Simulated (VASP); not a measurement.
# LiCaF3 (P4/mmm) in VASP: notebook, part 3 of 3

VASP 6.6.1. The steps go on from the part before.

## Step 5: Single point, LDA (strain -0.0150 x Voigt [0, 0, 1, 0, 0, 0])

Contents of INCAR:

```
SYSTEM = LiCaF3
ALGO     = Normal         ! electronic algorithm
EDIFF    = 1E-6           ! SCF threshold, eV
ENCUT    = 520            ! plane-wave cutoff, eV
GGA      = CA             ! functional
ISIF     = 2              ! what is computed and relaxed
ISMEAR   = 0              ! smearing method
LASPH    = .TRUE.         ! aspherical terms in the spheres
LCHARG   = .TRUE.         ! write CHGCAR
LELF     = .TRUE.         ! ELF
LREAL    = .FALSE.        ! projectors in reciprocal space
LVHAR    = .TRUE.       
LWAVE    = .FALSE.        ! write WAVECAR
NBANDS   = 25             ! bands
NELM     = 100            ! most SCF steps
PREC     = Accurate       ! precision mode
SIGMA    = 0.05           ! smearing width, eV
```

Contents of KPOINTS:

```
k-points
0
G
  6 6 6
  0 0 0
```

Contents of POSCAR:

```
LiCaF3
1.0
    3.7612440000      0.0000000000      0.0000000000
    0.0000000000      3.7612440000      0.0000000000
    0.0000000000      0.0000000000      3.7048253400
Li Ca F
1 1 3
Direct
    0.5000000000      0.5000000000      0.5000000000
    0.0000000000      0.0000000000      0.0000000000
    0.0000000000      0.5000000000      0.5000000000
    0.5000000000      0.5000000000      0.0000000000
    0.5000000000      0.0000000000      0.5000000000
```

Potentials or basis: VASP PAW LDA potentials, release 64 (Li_sv, Ca_sv, F).

The run is started by

```
> cat potpaw_LDA.64/Li_sv/POTCAR potpaw_LDA.64/Ca_sv/POTCAR potpaw_LDA.64/F/POTCAR > POTCAR
> mpirun -np 1 vasp_std > vasp.out
```

OUTCAR:

```text
SYSTEM = LiCaF3
   EDIFF = 1E-6
   ENCUT = 520
   GGA = CA
   ISIF = 2
   ISMEAR = 0
   LASPH = .TRUE.
   LREAL = .FALSE.
   NELM = 100
   PREC = Accurate

 ion  position               nearest neighbor table
   1  0.500  0.500  0.500-   4 1.85   4 1.85   5 1.88   3 1.88   5 1.88   3 1.88
   2  0.000  0.000  0.000-
   3  0.000  0.500  0.500-   1 1.88   1 1.88
   4  0.500  0.500  0.000-   1 1.85   1 1.85
   5  0.500  0.000  0.500-   1 1.88   1 1.88

  LATTYP: Found a simple tetragonal cell.
 ALAT       =     3.7612440000
 C/A-ratio  =     0.9850000000

  Lattice vectors:

 A1 = (   3.7612440000,   0.0000000000,   0.0000000000)
 A2 = (   0.0000000000,   3.7612440000,   0.0000000000)
 A3 = (   0.0000000000,   0.0000000000,   3.7048253400)

Analysis of symmetry for initial positions (statically):
=====================================================================
 Subroutine PRICEL returns:
 Original cell was already a primitive cell.

 Routine SETGRP: Setting up the symmetry group for a
 simple tetragonal supercell.

 Subroutine GETGRP returns: Found 16 space group operations
 (whereof 16 operations were pure point group operations)
 out of a pool of 16 trial point group operations.

The static configuration has the point symmetry D_4h.

Analysis of symmetry for dynamics (positions and initial velocities):
=====================================================================
 Subroutine PRICEL returns:
 Original cell was already a primitive cell.

 Routine SETGRP: Setting up the symmetry group for a
 simple tetragonal supercell.

 Subroutine GETGRP returns: Found 16 space group operations
 (whereof 16 operations were pure point group operations)
 out of a pool of 16 trial point group operations.

The dynamic configuration has the point symmetry D_4h.

 Subroutine INISYM returns: Found 16 space group operations
 (whereof 16 operations are pure point group operations),
 and found     1 'primitive' translations

----------------------------------------------------------------------------------------

                                     Primitive cell

  volume of cell :      52.4120

  direct lattice vectors                    reciprocal lattice vectors
     3.761244000  0.000000000  0.000000000     0.265869484  0.000000000  0.000000000
     0.000000000  3.761244000  0.000000000     0.000000000  0.265869484  0.000000000
     0.000000000  0.000000000  3.704825340     0.000000000  0.000000000  0.269918257

  length of vectors
     3.761244000  3.761244000  3.704825340     0.265869484  0.265869484  0.269918257

  position of ions in fractional coordinates (direct lattice)
     0.500000000  0.500000000  0.500000000
     0.000000000  0.000000000  0.000000000
     0.000000000  0.500000000  0.500000000
     0.500000000  0.500000000  0.000000000
     0.500000000  0.000000000  0.500000000

  ion indices of the primitive-cell ions
   primitive index   ion index
                 1           1
                 2           2
                 3           3
                 4           4
                 5           5

----------------------------------------------------------------------------------------

 KPOINTS: k-points

Automatic generation of k-mesh.
 Grid dimensions read from file:
 generate k-points for:    6    6    6

 Generating k-lattice:

  Cartesian coordinates                     Fractional coordinates (reciprocal lattice)
     0.044311581  0.000000000  0.000000000     0.166666667  0.000000000  0.000000000
     0.000000000  0.044311581  0.000000000     0.000000000  0.166666667  0.000000000
     0.000000000  0.000000000  0.044986376     0.000000000  0.000000000  0.166666667

  Length of vectors
     0.044311581  0.044311581  0.044986376

  Shift w.r.t. Gamma in fractional coordinates (k-lattice)
     0.000000000  0.000000000  0.000000000

 Subroutine IBZKPT returns following result:
 ===========================================

 Found     40 irreducible k-points:

 Following reciprocal coordinates:
            Coordinates               Weight
  0.000000  0.000000  0.000000      1.000000
  0.166667  0.000000  0.000000      4.000000
  0.333333  0.000000  0.000000      4.000000
  0.500000  0.000000  0.000000      2.000000
  0.166667  0.166667  0.000000      4.000000
  0.333333  0.166667  0.000000      8.000000
[... 16 lines left out ...]
  0.333333  0.000000  0.333333      8.000000
  0.500000  0.000000  0.333333      4.000000
 [... further k-points ...]
   k-points           NKPTS =     40   k-points in BZ     NKDIM =     40   number of bands    NBANDS=     25
   number of dos      NEDOS =    301   number of ions     NIONS =      5
   total plane-waves  NPLWV =  21952
   dimension x,y,z NGX =    28 NGY =   28 NGZ =   28
   dimension x,y,z NGXF=    56 NGYF=   56 NGZF=   56
   ions per type =               1   1   3
   NGX,Y,Z   is equivalent  to a cutoff of  12.38, 12.38, 12.56 a.u.
   NGXF,Y,Z  is equivalent  to a cutoff of  24.75, 24.75, 25.13 a.u.
 SYSTEM =  LiCaF3
   PREC   = accura    normal or accurate (medium, high low for compatibility)
   ISTART =      0    job   : 0-new  1-cont  2-samecut
   ICHARG =      2    charge: 1-file 2-atom 10-const
   ISPIN  =      1    spin polarized calculation?
   LNONCOLLINEAR =      F non collinear calculations
   LSORBIT =      F    spin-orbit coupling
   LASPH  =      T    aspherical Exc in radial PAW
   ENCUT  =  520.0 eV  38.22 Ry    6.18 a.u.   6.99  6.99  6.89*2*pi/ulx,y,z
   NELM   =    100;   NELMIN=  2; NELMDL= -5     # of ELM steps
   EDIFF  = 0.1E-05   stopping-criterion for ELM
   LREAL  =      F    real-space projection
   EDIFFG = 0.1E-04   stopping-criterion for IOM
   NSW    =      0    number of steps for IOM
   IBRION =     -1    ionic relax: 0-MD 1-quasi-New 2-CG
   NFREE  =      0    steps in history (QN), initial steepest desc. (CG)
   ISIF   =      2    stress and relaxation
   ISYM   =      2    0-nonsym 1-usesym 2-fastsym
   POTIM  = 0.5000    time-step for ionic-motion
   TEBEG  =    0.0;   TEEND  =   0.0 temperature during run
   PSTRESS=    0.0 pullay stress
   NELECT =      34.0000    total number of electrons
   NUPDOWN=      -1.0000    fix difference up-down
   EMIN   =  10.00;   EMAX   =-10.00  energy-range for DOS
   EFERMI =   0.00;   METHOD = LEGACY
   ISMEAR =     0;   SIGMA  =   0.05  broadening in eV -4-tet -1-fermi 0-gaus
   EFERMI_NEDOS =   21; number of points for ismear=-14 and -15
   IALGO  =     38    algorithm
   IMIX   =      4    mixing-type and parameters
     AMIX     =   0.40;   BMIX     =  1.00
     AMIX_MAG =   1.60;   BMIX_MAG =  1.00
  volume/ion in A,a.u.               =      10.48        70.74
  Fermi-wavevector in a.u.,A,eV,Ry     =   1.417177  2.678077 27.325829  2.008392
  Thomas-Fermi vector in A             =   2.538435
   LORBIT       =      0    0 simple, 1 ext, 2 COOP (PROOUT), +10 PAW based schemes
   GGA     = CA    functional components
   LHFCALC =     F    Hartree Fock is set to
   AEXX    =    0.0000 exact exchange contribution
   IVDW    =     0    specifies the selected vdW correction
   LEPSILON=     F    determine dielectric tensor
   LRPA    =     F    only Hartree local field effects (RPA)
 non-spin polarized calculation
 Gauss-broadening in eV      SIGMA  =   0.05
  energy-cutoff  :      520.00
  volume of cell :       52.41
 maximum number of plane-waves:      1424
 NGX is ok and might be reduce to    28
   NGX = 13   NGY = 13   NGZ = 13

 number of electron      33.9999950 magnetization

 Free energy of the ion-electron system (eV)
  ---------------------------------------------------
  ext. energy  EPLUGINS =         0.00000000
  ---------------------------------------------------
  free energy    TOTEN  =       -28.62800503 eV

  energy without entropy =      -28.62800503  energy(sigma->0) =      -28.62800503

 E-fermi :   0.0855     XC(G=0): -11.0562

 val. band max:       -0.1450006825   @ k =   0.5000   0.5000   0.5000
 cond. band min:       6.1302531400   @ k =   0.0000   0.0000   0.0000
 fundamental gap:      6.2752538225
 Fermi energy:         0.0855337325

 k-point     1 :       0.0000    0.0000    0.0000
  band No.  band energies     occupation
      1     -39.2306      2.00000
      2     -37.2570      2.00000
      3     -20.1274      2.00000
      4     -19.1613      2.00000
      5     -19.0825      2.00000
      6     -18.4767      2.00000
[... 17 lines left out ...]
     24      17.0211      0.00000
     25      17.0223      0.00000
[... 621 lines left out ...]
      3     -19.9420      2.00000
      4     -19.7927      2.00000
      5     -19.3223      2.00000
      6     -18.4417      2.00000
[... 17 lines left out ...]
     24      11.7333      0.00000
     25      13.8230      0.00000

 [... further k-points ...]
[... 5 lines left out ...]
  --------------------------------------------------------------------------------------
  -------------------------------------------------------------------------------------
  Total       -2.9643369     -2.9643369     -2.3717999      0.0000000      0.0000000      0.0000000
  in kB      -90.6165230    -90.6165230    -72.5033169      0.0000000      0.0000000      0.0000000
  external PRESSURE =     -84.5787876 kB  Pullay stress =       0.0000000 kB

 VOLUME and BASIS-vectors are now :
 -----------------------------------------------------------------------------
  energy-cutoff  :      520.00
  volume of cell :       52.41
      direct lattice vectors                 reciprocal lattice vectors
     3.761244000  0.000000000  0.000000000     0.265869484  0.000000000  0.000000000
     0.000000000  3.761244000  0.000000000     0.000000000  0.265869484  0.000000000
     0.000000000  0.000000000  3.704825340     0.000000000  0.000000000  0.269918257

 POSITION                                       TOTAL-FORCE (eV/Angst)
 -----------------------------------------------------------------------------------
      1.88062      1.88062      1.85241         0.000000      0.000000      0.000000
      0.00000      0.00000      0.00000         0.000000      0.000000      0.000000
      0.00000      1.88062      1.85241         0.000000      0.000000      0.000000
      1.88062      1.88062      0.00000         0.000000      0.000000      0.000000
      1.88062      0.00000      1.85241         0.000000      0.000000      0.000000
 -----------------------------------------------------------------------------------
    total drift:                                0.000000      0.000000      0.000000

  FREE ENERGIE OF THE ION-ELECTRON SYSTEM (eV)
  ---------------------------------------------------
  free  energy   TOTEN  =       -28.6280050333 eV

  energy  without entropy=      -28.6280050333  energy(sigma->0) =      -28.62800503
```

Run time: 36 s. Hardware: 1 thread of AMD EPYC 7R13 (Zen 3), shared host; peak memory 0.14 GiB.

Results:

| Quantity | Value |
| --- | --- |
| Free energy | -28.6280 eV |
| Band gap on the k mesh | 6.28 eV, indirect (least direct gap 6.43 eV) |

Caveat: the cell differs from its parent crystal (strain -0.0150 x Voigt [0, 0, 1, 0, 0, 0]); the cutoff is under 1.25 times the usual one of these potentials, so pressure, stress and relaxed cells hold a basis-set (Pulay) error. A k mesh can miss the band edges.

## Step 6: Summary

| cell | gap on the mesh (eV) |
| --- | --- |
| a = 3.761, b = 3.761, c = 3.536 Å, 5 atoms | 6.01 |
| a = 3.761, b = 3.761, c = 3.592 Å, 5 atoms | 6.10 |
| a = 3.761, b = 3.761, c = 3.648 Å, 5 atoms | 6.19 |
| a = 3.761, b = 3.761, c = 3.705 Å, 5 atoms | 6.28 |

Alike in all rows: task single point; level LDA; potentials or basis VASP PAW LDA potentials, release 64 (Li_sv, Ca_sv, F); no spin polarisation; k mesh 6 × 6 × 6; cutoff (eV) 520; smearing gaussian 0.05 eV.

Caveats: the cutoff is under 1.25 times the usual one of these potentials, so pressure, stress and relaxed cells hold a basis-set (Pulay) error.

Total energies depend on the potentials used, so only differences within one code and one set of settings carry meaning.
